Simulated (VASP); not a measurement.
Runs of VASP 6.6.1 on CuAu. The structure is that of space group P4/mmm (No. 123), or close to it. The cells are those of the table. 

```csv
cell,further INCAR settings,gap on the mesh (eV),pressure (GPa)
"a = 2.838, b = 2.838, c = 3.571 Å, 2 atoms",ALGO = Fast; EDIFF = 1e-06; NBANDS = 18,none,6.7
"a = 2.566, b = 2.566, c = 4.371 Å, 2 atoms",ALGO = Fast; EDIFF = 1e-07; NBANDS = 18,none,(b)
"a = 2.635, b = 2.635, c = 4.144 Å, 2 atoms",ALGO = Fast; EDIFF = 1e-06; NBANDS = 18,none,10.6
"a = 2.712, b = 2.712, c = 3.911 Å, 2 atoms",ALGO = Fast; EDIFF = 1e-06; NBANDS = 18,none,(a)
"a = 2.755, b = 2.755, c = 3.791 Å, 2 atoms",ALGO = Fast; EDIFF = 1e-07; NBANDS = 18,none,7.0
"a = 2.879, b = 2.879, c = 3.472 Å, 2 atoms",ALGO = Fast; EDIFF = 1e-06; NBANDS = 18,none,6.7
"a = 2.956, b = 2.956, c = 3.293 Å, 2 atoms",ALGO = Fast; EDIFF = 1e-07; NBANDS = 18,none,6.6
```

Alike in all rows: task single point; level PBE; potentials or basis VASP PAW PBE potentials, release 64 (Cu, Au); no spin polarisation; k mesh 18 × 18 × 14; cutoff (eV) 520; smearing gaussian 0.15 eV.

Question: Fill in the values left out.

Answer: (a) 7.8; (b) 14.9.

Caveats: spin-orbit coupling is left out, which moves the levels of the heavy elements.

A k mesh can miss the band edges, and the runs leave out spin-orbit coupling on Au.

A gap of «none» marks levels without a gap at the run's occupations.
